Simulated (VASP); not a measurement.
# Si (R-3m) in VASP: further runs

Runs on Si. Level: PBE. Tasks: single point, relaxation of cell and atoms.

Everything below comes from runs of VASP 6.6.1. Logs are shortened: lines on timing, memory, paths and dates and some standing lists are left out, and cuts for length are marked.

## 1. The cell of the first run

The structure is trigonal, space group R-3m (No. 166). Conventional cell: a = 3.475 Å, b = 3.475 Å, c = 4.630 Å, α = 90.00°, β = 90.00°, γ = 120.00°. Within 3.3 Å of Si (site symmetry -3m) lie 6 Si at 2.53 Å.

## 2. Single point, PBE

Input file INCAR:

```
SYSTEM = Si
PREC = Accurate
ENCUT = 500
EDIFF = 1E-6
ISMEAR = 0
SIGMA = 0.1
LREAL = .FALSE.
LASPH = .TRUE.
NELM = 120
ALGO = Normal
ISIF = 2
LWAVE = .FALSE.
LCHARG = .FALSE.
GGA = PE
NBANDS = 11
GGA_COMPAT = .FALSE.
```

Input file KPOINTS:

```
regular mesh
0
G
  6 6 6
  0 0 0
```

Input file POSCAR:

```
Si
1.0
    1.7372888530      1.0030241870      3.0867791288
   -1.7372888530      1.0030241870      3.0867791288
    0.0000000000     -2.0060483739      3.0867791288
Si
2
Direct
    0.2499966262      0.2499966262      0.2499966262
    0.7500033738      0.7500033738      0.7500033738
```

Potentials or basis: VASP PAW PBE potentials, release 64 (Si).

On the command line:

```bash
$ cat potpaw_PBE.64/Si/POTCAR > POTCAR
$ mpirun -np 1 vasp_std > vasp.out
```

OUTCAR:

```text
SYSTEM = Si
   PREC = Accurate
   ENCUT = 500
   EDIFF = 1E-6
   ISMEAR = 0
   LREAL = .FALSE.
   LASPH = .TRUE.
   NELM = 120
   ISIF = 2
   GGA = PE

 ion  position               nearest neighbor table
   1  0.250  0.250  0.250-   2 2.53   2 2.53   2 2.53   2 2.53   2 2.53   2 2.53
   2  0.750  0.750  0.750-   1 2.53   1 2.53   1 2.53   1 2.53   1 2.53   1 2.53

  LATTYP: Found a trigonal (rhomboedric) cell.
 ALAT       =     3.6813632622
 COS(alpha) =     0.5545933326

  Lattice vectors:

 A1 = (   1.7372888530,   1.0030241870,   3.0867791288)
 A2 = (  -1.7372888530,   1.0030241870,   3.0867791288)
 A3 = (   0.0000000000,  -2.0060483739,   3.0867791288)

Analysis of symmetry for initial positions (statically):
=====================================================================
 Subroutine PRICEL returns:
 Original cell was already a primitive cell.

 Routine SETGRP: Setting up the symmetry group for a
 trigonal (rhombohedral) supercell.

 Subroutine GETGRP returns: Found 12 space group operations
 (whereof 12 operations were pure point group operations)
 out of a pool of 12 trial point group operations.

The static configuration has the point symmetry D_3d.

Analysis of symmetry for dynamics (positions and initial velocities):
=====================================================================
 Subroutine PRICEL returns:
 Original cell was already a primitive cell.

 Routine SETGRP: Setting up the symmetry group for a
 trigonal (rhombohedral) supercell.

 Subroutine GETGRP returns: Found 12 space group operations
 (whereof 12 operations were pure point group operations)
 out of a pool of 12 trial point group operations.

The dynamic configuration has the point symmetry D_3d.

 Subroutine INISYM returns: Found 12 space group operations
 (whereof 12 operations are pure point group operations),
 and found     1 'primitive' translations

----------------------------------------------------------------------------------------

                                     Primitive cell

  volume of cell :      32.2731

  direct lattice vectors                    reciprocal lattice vectors
     1.737288853  1.003024187  3.086779129     0.287804759  0.166164155  0.107987426
    -1.737288853  1.003024187  3.086779129    -0.287804759  0.166164155  0.107987426
     0.000000000 -2.006048374  3.086779129     0.000000000 -0.332328310  0.107987426

  length of vectors
     3.681363262  3.681363262  3.681363262     0.349432955  0.349432955  0.349432955

  position of ions in fractional coordinates (direct lattice)
     0.249996626  0.249996626  0.249996626
     0.750003374  0.750003374  0.750003374

  ion indices of the primitive-cell ions
   primitive index   ion index
                 1           1
                 2           2

----------------------------------------------------------------------------------------

 KPOINTS: regular mesh

Automatic generation of k-mesh.
 Grid dimensions read from file:
 generate k-points for:    6    6    6

 Generating k-lattice:

  Cartesian coordinates                     Fractional coordinates (reciprocal lattice)
     0.047967460  0.027694026  0.017997904     0.166666667  0.000000000  0.000000000
    -0.047967460  0.027694026  0.017997904     0.000000000  0.166666667  0.000000000
     0.000000000 -0.055388052  0.017997904    -0.000000000 -0.000000000  0.166666667

  Length of vectors
     0.058238826  0.058238826  0.058238826

  Shift w.r.t. Gamma in fractional coordinates (k-lattice)
     0.000000000  0.000000000  0.000000000

 Subroutine IBZKPT returns following result:
 ===========================================

 Found     32 irreducible k-points:

 Following reciprocal coordinates:
            Coordinates               Weight
  0.000000  0.000000  0.000000      1.000000
  0.166667  0.000000  0.000000      6.000000
  0.333333  0.000000  0.000000      6.000000
  0.500000  0.000000  0.000000      3.000000
  0.166667  0.166667 -0.000000      6.000000
  0.333333  0.166667  0.000000     12.000000
[... 16 lines left out ...]
  0.500000  0.500000  0.166667      6.000000
 -0.333333  0.500000  0.166667     12.000000
 [... further k-points ...]
   k-points           NKPTS =     32   k-points in BZ     NKDIM =     32   number of bands    NBANDS=     11
   number of dos      NEDOS =    301   number of ions     NIONS =      2
   total plane-waves  NPLWV =  21952
   dimension x,y,z NGX =    28 NGY =   28 NGZ =   28
   dimension x,y,z NGXF=    56 NGYF=   56 NGZF=   56
   ions per type =               2
   NGX,Y,Z   is equivalent  to a cutoff of  12.64, 12.64, 12.64 a.u.
   NGXF,Y,Z  is equivalent  to a cutoff of  25.29, 25.29, 25.29 a.u.
 SYSTEM =  Si
   PREC   = accura    normal or accurate (medium, high low for compatibility)
   ISTART =      0    job   : 0-new  1-cont  2-samecut
   ICHARG =      2    charge: 1-file 2-atom 10-const
   ISPIN  =      1    spin polarized calculation?
   LNONCOLLINEAR =      F non collinear calculations
   LSORBIT =      F    spin-orbit coupling
   LASPH  =      T    aspherical Exc in radial PAW
   ENCUT  =  500.0 eV  36.75 Ry    6.06 a.u.   6.71  6.71  6.71*2*pi/ulx,y,z
   NELM   =    120;   NELMIN=  2; NELMDL= -5     # of ELM steps
   EDIFF  = 0.1E-05   stopping-criterion for ELM
   LREAL  =      F    real-space projection
   EDIFFG = 0.1E-04   stopping-criterion for IOM
   NSW    =      0    number of steps for IOM
   IBRION =     -1    ionic relax: 0-MD 1-quasi-New 2-CG
   NFREE  =      0    steps in history (QN), initial steepest desc. (CG)
   ISIF   =      2    stress and relaxation
   ISYM   =      2    0-nonsym 1-usesym 2-fastsym
   POTIM  = 0.5000    time-step for ionic-motion
   TEBEG  =    0.0;   TEEND  =   0.0 temperature during run
   PSTRESS=    0.0 pullay stress
   NELECT =       8.0000    total number of electrons
   NUPDOWN=      -1.0000    fix difference up-down
   EMIN   =  10.00;   EMAX   =-10.00  energy-range for DOS
   EFERMI =   0.00;   METHOD = LEGACY
   ISMEAR =     0;   SIGMA  =   0.10  broadening in eV -4-tet -1-fermi 0-gaus
   EFERMI_NEDOS =   21; number of points for ismear=-14 and -15
   IALGO  =     38    algorithm
   IMIX   =      4    mixing-type and parameters
     AMIX     =   0.40;   BMIX     =  1.00
     AMIX_MAG =   1.60;   BMIX_MAG =  1.00
  volume/ion in A,a.u.               =      16.14       108.89
  Fermi-wavevector in a.u.,A,eV,Ry     =   1.028391  1.943376 14.389346  1.057587
  Thomas-Fermi vector in A             =   2.162385
   LORBIT       =      0    0 simple, 1 ext, 2 COOP (PROOUT), +10 PAW based schemes
   GGA     = PE    functional components
   LHFCALC =     F    Hartree Fock is set to
   AEXX    =    0.0000 exact exchange contribution
   IVDW    =     0    specifies the selected vdW correction
   LEPSILON=     F    determine dielectric tensor
   LRPA    =     F    only Hartree local field effects (RPA)
 non-spin polarized calculation
 Gauss-broadening in eV      SIGMA  =   0.10
  energy-cutoff  :      500.00
  volume of cell :       32.27
 maximum number of plane-waves:       834
   NGX = 13   NGY = 13   NGZ = 13

 number of electron       8.0000000 magnetization

 Free energy of the ion-electron system (eV)
  ---------------------------------------------------
  ext. energy  EPLUGINS =         0.00000000
  ---------------------------------------------------
  free energy    TOTEN  =       -10.12954958 eV

  energy without entropy =      -10.12622774  energy(sigma->0) =      -10.12788866

 E-fermi :   8.1154     XC(G=0): -10.6347

 val. band max:        8.0581488908   @ k =   0.3333   0.3333   0.1667
 cond. band min:       8.2930363496   @ k =   0.5000   0.1667   0.0000
 fundamental gap:      0.2348874589
 Fermi energy:         8.1154335477

 k-point     1 :       0.0000    0.0000    0.0000
  band No.  band energies     occupation
      1      -4.9057      2.00000
      2       7.7894      2.00000
      3       9.4336      0.00000
      4       9.4336      0.00000
      5      11.0232      0.00000
      6      13.4284      0.00000
      7      13.9645      0.00000
      8      13.9645      0.00000
      9      15.8371      0.00000
     10      15.8380      0.00000
     11      15.9116      0.00000

 k-point     2 :       0.1667    0.0000    0.0000
  band No.  band energies     occupation
      1      -4.4243      2.00000
      2       6.2993      2.00000
      3       7.8646      1.99961
      4       9.1283      0.00000
      5      11.6713      0.00000
      6      12.7558      0.00000
      7      12.8490      0.00000
      8      13.8512      0.00000
      9      15.0076      0.00000
     10      15.1873      0.00000
     11      15.8682      0.00000

 k-point     3 :       0.3333    0.0000    0.0000
  band No.  band energies     occupation
      1      -2.9897      2.00000
      2       2.5553      2.00000
      3       7.8816      1.99906
      4       8.9194      0.00000
      5      10.2832      0.00000
      6      10.6852      0.00000
      7      11.8058      0.00000
      8      13.3943      0.00000
      9      15.9177      0.00000
     10      18.1353      0.00000
     11      19.3632      0.00000

 k-point     4 :       0.5000    0.0000    0.0000
  band No.  band energies     occupation
      1      -0.6360      2.00000
      2      -0.6359      2.00000
      3       8.6648      0.00000
      4       8.6651      0.00000
      5       9.3874      0.00000
      6       9.3878      0.00000
      7      12.2438      0.00000
      8      12.2439      0.00000
      9      19.5131      0.00000
     10      19.5133      0.00000
     11      22.1539      0.00000
[... 239 lines left out ...]
 k-point    22 :      -0.1667    0.3333    0.1667
  band No.  band energies     occupation
      1      -1.7349      2.00000
      2       2.8951      2.00000
      3       4.6110      2.00000
      4       5.4116      2.00000
      5       9.1766      0.00000
      6      12.0024      0.00000
      7      13.1056      0.00000
      8      16.2403      0.00000
      9      18.5596      0.00000
     10      19.8068      0.00000
     11      20.1475      0.00000

 k-point    23 :       0.5000    0.5000    0.1667
  band No.  band energies     occupation
      1      -1.0555      2.00000
      2       2.1544      2.00000
      3       3.4666      2.00000
      4       6.4254      2.00000
      5       7.3710      2.00000
      6      11.4277      0.00000
      7      15.8580      0.00000
      8      18.5052      0.00000
      9      20.8190      0.00000
     10      20.8425      0.00000
     11      21.2334      0.00000

 k-point    24 :      -0.3333    0.5000    0.1667
  band No.  band energies     occupation
      1       0.3268      2.00000
      2       2.1025      2.00000
      3       2.3657      2.00000
      4       4.0177      2.00000
      5       9.0441      0.00000
      6      12.7089      0.00000
      7      13.7791      0.00000
      8      17.9516      0.00000
      9      19.6398      0.00000
     10      20.8792      0.00000
     11      22.1928      0.00000

 [... further k-points ...]
[... 5 lines left out ...]
  --------------------------------------------------------------------------------------
  -------------------------------------------------------------------------------------
  Total       -0.0070284     -0.0070284     -0.0454294      0.0000000     -0.0000000      0.0000000
  in kB       -0.3489220     -0.3489220     -2.2553141      0.0000000     -0.0000000      0.0000000
  external PRESSURE =      -0.9843860 kB  Pullay stress =       0.0000000 kB

 VOLUME and BASIS-vectors are now :
 -----------------------------------------------------------------------------
  energy-cutoff  :      500.00
  volume of cell :       32.27
      direct lattice vectors                 reciprocal lattice vectors
     1.737288853  1.003024187  3.086779129     0.287804759  0.166164155  0.107987426
    -1.737288853  1.003024187  3.086779129    -0.287804759  0.166164155  0.107987426
     0.000000000 -2.006048374  3.086779129     0.000000000 -0.332328310  0.107987426

 POSITION                                       TOTAL-FORCE (eV/Angst)
 -----------------------------------------------------------------------------------
      0.00000      0.00000      2.31505         0.000000      0.000000      0.000229
      0.00000      0.00000      6.94528         0.000000     -0.000000     -0.000229
 -----------------------------------------------------------------------------------
    total drift:                               -0.000000      0.000000     -0.000000

  FREE ENERGIE OF THE ION-ELECTRON SYSTEM (eV)
  ---------------------------------------------------
  free  energy   TOTEN  =       -10.1295495751 eV

  energy  without entropy=      -10.1262277433  energy(sigma->0) =      -10.12788866
```

Wall time 13 s (1 thread of Intel Xeon 8259CL, shared host); peak memory 0.14 GiB.

What came out:

```
Free energy            : -10.1295 eV
Pressure               : -0.1 GPa
Band gap on the k mesh : zero (band 4 reaches 10.39 eV, above the bottom of band 5 at 5.99 eV)
```

Levels at points of the mesh, in eV from the Fermi level:
```tsv
k point	band 1	band 2	band 3	band 4	band 5	band 6	band 7	band 8
(0.00, 0.00, 0.00)	-13.02	-0.33	1.32	1.32	2.91	5.31	5.85	5.85
(0.50, 0.00, 0.00)	-8.75	-8.75	0.55	0.55	1.27	1.27	4.13	4.13
(0.50, 0.50, 0.00)	-8.39	-6.33	-3.32	-3.16	-2.13	1.78	10.15	10.98
(0.50, 0.50, 0.50)	-9.33	-9.32	1.76	1.76	1.76	1.76	5.24	5.24
```

Caveat: the k points lie up to 0.37 Å⁻¹ apart.

## 3. Single point, PBE

This run uses another cell than the first one, of 21.08 Å³/atom, 1.306 times its volume.

Input file INCAR:

```
PREC = Accurate
ENCUT = 500
EDIFF = 1E-6
ISMEAR = 0
SIGMA = 0.1
LREAL = F
LASPH = T
NELM = 120
ALGO = Normal
ISIF = 2
LWAVE = F
LCHARG = F
GGA = PE
NBANDS = 11
GGA_COMPAT = F
```

Input file KPOINTS:

```
Automatic mesh
0
Gamma
  6 6 6
```

Input file POSCAR:

```
Si
1.0
    1.8721823521      1.0809049850      3.4717377103
   -1.8721823521      1.0809049850      3.4717377103
    0.0000000000     -2.1618099699      3.4717377103
Si
2
Direct
    0.2275400000      0.2275400000      0.2275400000
    0.7724600000      0.7724600000      0.7724600000
```

Potentials or basis: VASP PAW PBE potentials, release 64 (Si).

On the command line:

```bash
$ cat potpaw_PBE.64/Si/POTCAR > POTCAR
$ mpirun -np 1 vasp_std > vasp.out
```

Run time: 21 s. Hardware: 1 thread of Intel Xeon 8259CL, shared host; peak memory 0.16 GiB.

The run converged. Its results:

- Free energy: -9.6010 eV
- Pressure: -10.7 GPa
- Largest force: 0.266 eV/Å
- Band gap on the k mesh: zero (band 4 reaches 5.99 eV, above the bottom of band 5 at 3.58 eV)

Forces on the atoms (eV/Å):
```
Si   0.000  0.000 -0.266
Si   0.000  0.000  0.266
```

Stress tensor (GPa, compression positive):
```
 -9.58   0.00   0.00
  0.00  -9.58   0.00
  0.00   0.00 -12.92
```

Levels at points of the mesh, in eV from the Fermi level:
| k point | band 2 | band 3 | band 4 | band 5 | band 6 | band 7 |
| --- | --- | --- | --- | --- | --- | --- |
| (0.00, 0.00, 0.00) | -0.18 | 0.08 | 0.76 | 0.76 | 4.22 | 5.16 |
| (0.50, 0.00, 0.00) | -7.22 | -0.20 | -0.15 | 1.81 | 2.78 | 2.81 |
| (0.50, 0.50, 0.00) | -5.51 | -3.12 | -2.11 | -1.61 | 2.41 | 8.38 |
| (0.50, 0.50, 0.50) | -6.83 | 0.80 | 0.80 | 2.73 | 2.73 | 3.60 |

(Continued in part 2 of 2.)
